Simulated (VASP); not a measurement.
# Se: single point with PBEsol

Crystal: Se.

```
Se
1.0
     2.81056    0.00000    0.00000
     0.00000    2.81056    0.00000
     0.00000    0.00000    2.81056
Se
1
Cartesian
  0.0000 0.0000 0.0000
```

This isn't the form of Se at room conditions, which is trigonal, of chains.

- Program: VASP 6.6.1
- Task: single point
- Functional: PBEsol
- Potentials or basis: VASP PAW PBE potentials, release 64 (Se)
- Cutoff: 520 eV
- k mesh: 10 × 10 × 10
- Occupations: gaussian, width 0.02 eV
- Spin: no spin polarisation

- Pressure: -1.9 GPa
- Band gap on the k mesh: zero (bands 3 and 4 overlap by 6.27 eV)

Levels at points of the mesh, in eV from the Fermi level:
| k point | band 1 | band 2 | band 3 | band 4 | band 5 | band 6 | band 7 | band 8 |
| --- | --- | --- | --- | --- | --- | --- | --- | --- |
| (0.00, 0.00, 0.00) | -16.31 | 1.32 | 1.32 | 1.32 | 7.60 | 7.60 | 7.65 | 22.29 |
| (0.50, 0.00, 0.00) | -14.17 | -7.24 | 2.78 | 2.78 | 9.83 | 11.47 | 12.30 | 13.44 |
| (0.50, 0.50, 0.00) | -12.04 | -5.25 | -5.25 | 2.60 | 4.11 | 13.39 | 15.70 | 15.70 |
| (0.50, 0.50, 0.50) | -9.87 | -3.49 | -3.49 | -3.49 | 5.60 | 5.60 | 5.60 | 9.57 |

It took 9.3 s on 1 thread of Intel Xeon 8259CL (shared host), peak memory 0.14 GiB.

Caveat: the PAW data sets were made with another functional, which shifts forces and pressure a little.
